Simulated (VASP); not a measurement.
The system is Ru.

```
Ru
1.0
     2.68764    0.00000    0.00000
    -1.34382    2.32756    0.00000
     0.00000    0.00000    4.25316
Ru
2
Direct
  0.66667 0.33333 0.75000
  0.33333 0.66667 0.25000
```

Base run:

```yaml
Program: VASP 6.6.1
Functional: r2SCAN
Dispersion: D3(BJ)
Potentials_or_basis: VASP PAW PBE potentials, release 64 (Ru_pv)
Cutoff: 520 eV
k_mesh: 11 × 11 × 6
Occupations: fermi-dirac, width 0.05 eV
Spin: no spin polarisation
```

Its results: band gap on the k mesh zero (band 14 reaches 14.71 eV, above the bottom of band 15 at 11.40 eV); pressure 3.0 GPa.

**Question.** The run is repeated on the same cell with these changes: functional from r2SCAN to PBEsol. What comes out?

**Answer.** Band gap on the k mesh zero (band 14 reaches 14.63 eV, above the bottom of band 15 at 11.45 eV); pressure -6.9 GPa.

Caveats: the PAW data sets were made with another functional, which shifts forces and pressure a little; pairwise dispersion overbinds metals, which lowers pressure and volume.
